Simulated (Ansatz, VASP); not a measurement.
**SiNi2: VASP beside Ansatz**

Contents of POSCAR:

```
SiNi2
1.0
    3.9856318685      0.0000000000      0.0000000000
   -1.9928159342      3.4516584482      0.0000000000
    0.0000000000      0.0000000000      5.0746155057
Si Ni
2 4
Direct
    0.3333333333      0.6666666667      0.7500000000
    0.6666666667      0.3333333333      0.2500000000
    0.0000000000      0.0000000000      0.0000000000
    0.0000000000      0.0000000000      0.5000000000
    0.3333333333      0.6666666667      0.2500000000
    0.6666666667      0.3333333333      0.7500000000
```

The input INCAR.step1:

```
SYSTEM = SiNi2
ALGO = Normal
EDIFF = 1E-4
ENCUT = 520
GGA = PE
ISMEAR = 0
LASPH = .TRUE.
LCHARG = .FALSE.
LREAL = .FALSE.
LWAVE = .TRUE.
NBANDS = 33
NELM = 100
PREC = Accurate
SIGMA = 0.15
```

The input INCAR.step2:

```
SYSTEM = SiNi2
ALGO = Normal
EDIFF = 1E-6
ENCUT = 520
ISIF = 2
ISMEAR = 0
ISTART = 1
LASPH = .TRUE.
LCHARG = .FALSE.
LMIXTAU = .TRUE.
LREAL = .FALSE.
LWAVE = .FALSE.
METAGGA = R2SCAN
NBANDS = 33
NELM = 100
PREC = Accurate
SIGMA = 0.15
```

File KPOINTS:

```
k-points
0
G
  12 12 10
  0 0 0
```

Input for Ansatz:

```yaml
crystal:
  lattice:
    - [3.9856318685, 0.0, 0.0]
    - [-1.9928159342, 3.4516584482, 0.0]
    - [0.0, 0.0, 5.0746155057]
  atoms:
    - { symbol: Si, position: [0.3333333333, 0.6666666667, 0.75] }
    - { symbol: Si, position: [0.6666666667, 0.3333333333, 0.25] }
    - { symbol: Ni, position: [0.0, 0.0, 0.0] }
    - { symbol: Ni, position: [0.0, 0.0, 0.5] }
    - { symbol: Ni, position: [0.3333333333, 0.6666666667, 0.25] }
    - { symbol: Ni, position: [0.6666666667, 0.3333333333, 0.75] }
basis:
  ecutwfc: 500
kpoints:
  mp_grid: { grid: [12, 12, 10] }
hamiltonian:
  xc: r2scan
scf:
  occupations: { method: gaussian, width: 0.15 }
output:
  forces: true
  stress: true
  eigenvalues: true
  write_density: true
  write_potential: true
  elf: true
  volumetric_format: npy
```

Change from the starting cell: strain +0.030 along x and y, +0.030 along z, atoms carried along.

Alike in both runs: task single point; functional r2SCAN; k mesh 12 × 12 × 10; occupations gaussian, width 0.15 eV; no spin polarisation.

|  | VASP | Ansatz |
| --- | --- | --- |
| version | VASP 6.6.1 | Ansatz 0.2.0 |
| potentials or method | VASP PAW PBE potentials, release 64 (Si, Ni), cutoff 520 eV | scalar-relativistic, plane waves, PAW |
| valence electrons in the cell | 48 | 80 |

VASP gave:

- gap on the k mesh at the Fermi level (eV): none
- pressure (GPa): -16.1
- traceless stress, the component that is largest in VASP (GPa): 1.86

Q: Estimate Ansatz's values.

A: gap on the k mesh at the Fermi level (eV): none; pressure (GPa): -16.4; traceless stress, the component that is largest in VASP (GPa): 1.94.

VASP's potentials were made for PBE, not for r2SCAN. A gap of «none» marks a metal or a gap that the smearing closes. With one functional, cell and mesh, what is left measures potentials, basis and numerics. VASP's potentials hold 48 valence electrons a cell and Ansatz's 80, so a difference there can come from the potentials and not from the codes.
